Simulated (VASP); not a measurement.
# Ta (Im-3m) in VASP: notebook, part 2 of 2

VASP 6.6.1.

**5. Single point, revPBE+D4**

This run uses another cell than the first one, of 18.13 Å³/atom, 0.987 times its volume.

Input file INCAR:

```
SYSTEM = Ta
ALGO = Normal ; EDIFF = 1E-6
ENCUT = 520 ; GGA = RE
ISIF = 2 ; ISMEAR = -1
IVDW = 13 ; LASPH = .TRUE.
LCHARG = .TRUE. ; LELF = .TRUE.
LREAL = .FALSE. ; LVHAR = .TRUE.
LWAVE = .FALSE. ; NBANDS = 12
NELM = 60 ; PREC = Accurate
SIGMA = 0.05
```

Input file KPOINTS:

```
k-points
0
G
  11 11 11
  0 0 0
```

Input file POSCAR:

```
Ta
1.0
   -1.6550089731      1.6550089731      1.6550089731
    1.6550089731     -1.6550089731      1.6550089731
    1.6550089731      1.6550089731     -1.6550089731
Ta
1
Direct
    0.0000000000      0.0000000000      0.0000000000
```

Potentials or basis: VASP PAW PBE potentials, release 64 (Ta_pv).

Launch:

```sh
$ cat potpaw_PBE.64/Ta_pv/POTCAR > POTCAR
$ mpirun -np 1 vasp_std > vasp.out
```

OUTCAR:

```text
SYSTEM = Ta
   EDIFF = 1E-6
   ENCUT = 520
   GGA = RE
   ISIF = 2
   ISMEAR = -1
   IVDW = 13
   LASPH = .TRUE.
   LREAL = .FALSE.
   NELM = 60
   PREC = Accurate

 ion  position               nearest neighbor table
   1  0.000  0.000  0.000-

  LATTYP: Found a body centered cubic cell.
 ALAT       =     3.3100179462

  Lattice vectors:

 A1 = (  -1.6550089731,   1.6550089731,   1.6550089731)
 A2 = (   1.6550089731,  -1.6550089731,   1.6550089731)
 A3 = (   1.6550089731,   1.6550089731,  -1.6550089731)

Analysis of symmetry for initial positions (statically):
=====================================================================
 Subroutine PRICEL returns:
 Original cell was already a primitive cell.

 Routine SETGRP: Setting up the symmetry group for a
 body centered cubic supercell.

 Subroutine GETGRP returns: Found 48 space group operations
 (whereof 48 operations were pure point group operations)
 out of a pool of 48 trial point group operations.

The static configuration has the point symmetry O_h .

Analysis of symmetry for dynamics (positions and initial velocities):
=====================================================================
 Subroutine PRICEL returns:
 Original cell was already a primitive cell.

 Routine SETGRP: Setting up the symmetry group for a
 body centered cubic supercell.

 Subroutine GETGRP returns: Found 48 space group operations
 (whereof 48 operations were pure point group operations)
 out of a pool of 48 trial point group operations.

The dynamic configuration has the point symmetry O_h .

 Subroutine INISYM returns: Found 48 space group operations
 (whereof 48 operations are pure point group operations),
 and found     1 'primitive' translations

----------------------------------------------------------------------------------------

                                     Primitive cell

  volume of cell :      18.1326

  direct lattice vectors                    reciprocal lattice vectors
    -1.655008973  1.655008973  1.655008973     0.000000000  0.302113166  0.302113166
     1.655008973 -1.655008973  1.655008973     0.302113166  0.000000000  0.302113166
     1.655008973  1.655008973 -1.655008973     0.302113166  0.302113166  0.000000000

  length of vectors
     2.866559628  2.866559628  2.866559628     0.427252536  0.427252536  0.427252536

  position of ions in fractional coordinates (direct lattice)
     0.000000000  0.000000000  0.000000000

  ion indices of the primitive-cell ions
   primitive index   ion index
                 1           1

----------------------------------------------------------------------------------------

 KPOINTS: k-points

Automatic generation of k-mesh.
 Grid dimensions read from file:
 generate k-points for:   11   11   11

 Generating k-lattice:

  Cartesian coordinates                     Fractional coordinates (reciprocal lattice)
     0.000000000  0.027464833  0.027464833     0.090909091  0.000000000  0.000000000
     0.027464833  0.000000000  0.027464833     0.000000000  0.090909091  0.000000000
     0.027464833  0.027464833  0.000000000     0.000000000  0.000000000  0.090909091

  Length of vectors
     0.038841140  0.038841140  0.038841140

  Shift w.r.t. Gamma in fractional coordinates (k-lattice)
     0.000000000  0.000000000  0.000000000

 Subroutine IBZKPT returns following result:
 ===========================================

 Found     56 irreducible k-points:

 Following reciprocal coordinates:
            Coordinates               Weight
  0.000000  0.000000  0.000000      1.000000
  0.090909  0.000000  0.000000     12.000000
  0.181818  0.000000  0.000000     12.000000
  0.272727  0.000000  0.000000     12.000000
  0.363636  0.000000  0.000000     12.000000
  0.454545  0.000000  0.000000     12.000000
[... 16 lines left out ...]
  0.272727  0.181818  0.090909     48.000000
  0.363636  0.181818  0.090909     24.000000
 [... further k-points ...]
   k-points           NKPTS =     56   k-points in BZ     NKDIM =     56   number of bands    NBANDS=     12
   number of dos      NEDOS =    301   number of ions     NIONS =      1
   total plane-waves  NPLWV =  13824
   dimension x,y,z NGX =    24 NGY =   24 NGZ =   24
   dimension x,y,z NGXF=    48 NGYF=   48 NGZF=   48
   ions per type =               1
   NGX,Y,Z   is equivalent  to a cutoff of  13.92, 13.92, 13.92 a.u.
   NGXF,Y,Z  is equivalent  to a cutoff of  27.84, 27.84, 27.84 a.u.
 SYSTEM =  Ta
   PREC   = accura    normal or accurate (medium, high low for compatibility)
   ISTART =      0    job   : 0-new  1-cont  2-samecut
   ICHARG =      2    charge: 1-file 2-atom 10-const
   ISPIN  =      1    spin polarized calculation?
   LNONCOLLINEAR =      F non collinear calculations
   LSORBIT =      F    spin-orbit coupling
   LASPH  =      T    aspherical Exc in radial PAW
   ENCUT  =  520.0 eV  38.22 Ry    6.18 a.u.   5.33  5.33  5.33*2*pi/ulx,y,z
   NELM   =     60;   NELMIN=  2; NELMDL= -5     # of ELM steps
   EDIFF  = 0.1E-05   stopping-criterion for ELM
   LREAL  =      F    real-space projection
   EDIFFG = 0.1E-04   stopping-criterion for IOM
   NSW    =      0    number of steps for IOM
   IBRION =     -1    ionic relax: 0-MD 1-quasi-New 2-CG
   NFREE  =      0    steps in history (QN), initial steepest desc. (CG)
   ISIF   =      2    stress and relaxation
   ISYM   =      2    0-nonsym 1-usesym 2-fastsym
   POTIM  = 0.5000    time-step for ionic-motion
   TEBEG  =    0.0;   TEEND  =   0.0 temperature during run
   PSTRESS=    0.0 pullay stress
   NELECT =      11.0000    total number of electrons
   NUPDOWN=      -1.0000    fix difference up-down
   EMIN   =  10.00;   EMAX   =-10.00  energy-range for DOS
   EFERMI =   0.00;   METHOD = LEGACY
   ISMEAR =    -1;   SIGMA  =   0.05  broadening in eV -4-tet -1-fermi 0-gaus
   EFERMI_NEDOS =   21; number of points for ismear=-14 and -15
   IALGO  =     38    algorithm
   IMIX   =      4    mixing-type and parameters
     AMIX     =   0.40;   BMIX     =  1.00
     AMIX_MAG =   1.60;   BMIX_MAG =  1.00
  volume/ion in A,a.u.               =      18.13       122.37
  Fermi-wavevector in a.u.,A,eV,Ry     =   1.385858  2.618892 26.131379  1.920602
  Thomas-Fermi vector in A             =   2.510228
   LORBIT       =      0    0 simple, 1 ext, 2 COOP (PROOUT), +10 PAW based schemes
   GGA     = RE    functional components
   LHFCALC =     F    Hartree Fock is set to
   AEXX    =    0.0000 exact exchange contribution
   IVDW    =    13    specifies the selected vdW correction
   LEPSILON=     F    determine dielectric tensor
   LRPA    =     F    only Hartree local field effects (RPA)
 non-spin polarized calculation
  energy-cutoff  :      520.00
  volume of cell :       18.13
 maximum number of plane-waves:       498
 NGX is ok and might be reduce to    24
   NGX = 11   NGY = 11   NGZ = 11

 number of electron      11.0000001 magnetization

 Free energy of the ion-electron system (eV)
  ---------------------------------------------------
  ext. energy  EPLUGINS =         0.00000000
  ---------------------------------------------------
  free energy    TOTEN  =       -11.41636433 eV

  energy without entropy =      -11.40734699  energy(sigma->0) =      -11.41185566

 E-fermi :   5.4905     XC(G=0): -12.5449

 val. band max:        5.4507462653   @ k =   0.1818   0.0000   0.0000
 cond. band min:       5.4972905406   @ k =   0.3636   0.1818   0.0909
 fundamental gap:      0.0465442753
 Fermi energy:         5.4904837033

 k-point     1 :       0.0000    0.0000    0.0000
  band No.  band energies     occupation
      1     -27.6206      2.00000
      2     -27.6206      2.00000
      3     -27.6206      2.00000
      4      -2.3935      2.00000
      5       6.2458      0.00000
      6       6.2458      0.00000
      7       6.2458      0.00000
      8       9.4980      0.00000
      9       9.4980      0.00000
     10      20.2180      0.00000
     11      20.4488      0.00000
     12      20.4488      0.00000
[... 331 lines left out ...]
 k-point    24 :       0.3636    0.1818    0.0909
  band No.  band energies     occupation
      1     -28.5637      2.00000
      2     -28.1410      2.00000
      3     -27.8079      2.00000
      4       2.6887      2.00000
      5       3.9321      2.00000
      6       5.4973      0.93204
      7       9.9173      0.00000
      8      10.4858      0.00000
      9      14.5483      0.00000
     10      15.5349      0.00000
     11      18.8155      0.00000
     12      20.2202      0.00000

 [... further k-points ...]

------------------------ aborting loop because EDIFF is reached ----------------------------------------

  DFT-D4 for vdW energy calculation

  Edisp (eV):   -0.42504

  FORCE on cell =-STRESS in cart. coord.  units (eV):
  Direction    XX          YY          ZZ          XY          YZ          ZX
  --------------------------------------------------------------------------------------
  -------------------------------------------------------------------------------------
  Total       0.00383     0.00383     0.00383     0.00000    -0.00000     0.00000
  in kB       0.33844     0.33844     0.33844     0.00000    -0.00000     0.00000
  external pressure =        0.34 kB  Pullay stress =        0.00 kB

 VOLUME and BASIS-vectors are now :
 -----------------------------------------------------------------------------
  energy-cutoff  :      520.00
  volume of cell :       18.13
      direct lattice vectors                 reciprocal lattice vectors
    -1.655008973  1.655008973  1.655008973     0.000000000  0.302113166  0.302113166
     1.655008973 -1.655008973  1.655008973     0.302113166  0.000000000  0.302113166
     1.655008973  1.655008973 -1.655008973     0.302113166  0.302113166  0.000000000

 POSITION                                       TOTAL-FORCE (eV/Angst)
 -----------------------------------------------------------------------------------
      0.00000      0.00000      0.00000         0.000000      0.000000     -0.000000
 -----------------------------------------------------------------------------------
    total drift:                                0.000000      0.000000     -0.000000

  FREE ENERGIE OF THE ION-ELECTRON SYSTEM (eV)
  ---------------------------------------------------
  free  energy   TOTEN  =       -11.8414025579 eV

  energy  without entropy=      -11.8323852186  energy(sigma->0) =      -11.83689389
```

OSZICAR:

```text
N       E                     dE             d eps       ncg     rms          rms(c)
DAV:   1     0.639703622423E+02    0.63970E+02   -0.61107E+03  1352   0.871E+02
DAV:   2    -0.107777974333E+02   -0.74748E+02   -0.72917E+02  1528   0.249E+02
DAV:   3    -0.118563143990E+02   -0.10785E+01   -0.10682E+01  1624   0.280E+01
DAV:   4    -0.118593325286E+02   -0.30181E-02   -0.30178E-02  1520   0.160E+00
DAV:   5    -0.118593433879E+02   -0.10859E-04   -0.10858E-04  1604   0.888E-02    0.132E+01
DAV:   6    -0.115202549936E+02    0.33909E+00   -0.28074E-01  1564   0.575E+00    0.644E+00
DAV:   7    -0.114165606832E+02    0.10369E+00   -0.24895E-01  1548   0.511E+00    0.392E-01
DAV:   8    -0.114163489216E+02    0.21176E-03   -0.10265E-02  1444   0.706E-01    0.109E-01
DAV:   9    -0.114163727657E+02   -0.23844E-04   -0.66822E-05  1588   0.885E-02    0.274E-02
DAV:  10    -0.114163641339E+02    0.86318E-05   -0.39114E-06  1452   0.221E-02    0.431E-03
DAV:  11    -0.114163643327E+02   -0.19884E-06   -0.43460E-07   840   0.733E-03
   1 F= -.11841403E+02 E0= -.11836894E+02  d E =-.901734E-02
```

Wall time 14 s (1 thread of Intel Xeon 8259CL, shared host); peak memory 0.14 GiB.

Results:

```yaml
Free_energy: -11.8414 eV
Pressure: 0.0 GPa
Dispersion_energy_per_atom: -0.425 eV
```

Levels at points of the mesh, in eV from the Fermi level:
```
           k point  band 1  band 2  band 3  band 4  band 5  band 6  band 7  band 8  band 9  band 10
(0.00, 0.00, 0.00)  -33.11  -33.11  -33.11   -7.88    0.76    0.76    0.76    4.01    4.01    14.73
```

Caveat: the PAW data sets were made with another functional, which shifts forces and pressure a little; spin-orbit coupling is left out, which moves the levels of the heavy elements; pairwise dispersion overbinds metals, which lowers pressure and volume.

**6. Overview**

| level | potentials or basis | cell | cutoff (eV) | second run | gap on the mesh (eV) | pressure (GPa) |
| --- | --- | --- | --- | --- | --- | --- |
| LDA | VASP PAW LDA potentials, release 64 (Ta_sv_GW) | a = 2.879 Å, angles 109.5°, 1 atom | 500 | valence_matched | none | -13.4 |
| LDA | VASP PAW LDA potentials, release 64 (Ta_sv_GW) | a = 2.898 Å, angles 109.5°, 1 atom | 500 | valence_matched | none | -16.6 |
| revPBE+D3(BJ) | VASP PAW PBE potentials, release 64 (Ta_pv) | a = 2.833 Å, angles 109.5°, 1 atom | 520 | - | none | 0.2 |
| revPBE+D4 | VASP PAW PBE potentials, release 64 (Ta_pv) | a = 2.867 Å, angles 109.5°, 1 atom | 520 | - | none | 0.0 |

Alike in all rows: task single point; no spin polarisation; k mesh 11 × 11 × 11; smearing fermi-dirac 0.05 eV.

Caveats: spin-orbit coupling is left out, which moves the levels of the heavy elements; the PAW data sets were made with another functional, which shifts forces and pressure a little (some runs); pairwise dispersion overbinds metals, which lowers pressure and volume (some runs).

Total energies depend on the potentials used, so only differences within one code and one set of settings carry meaning.
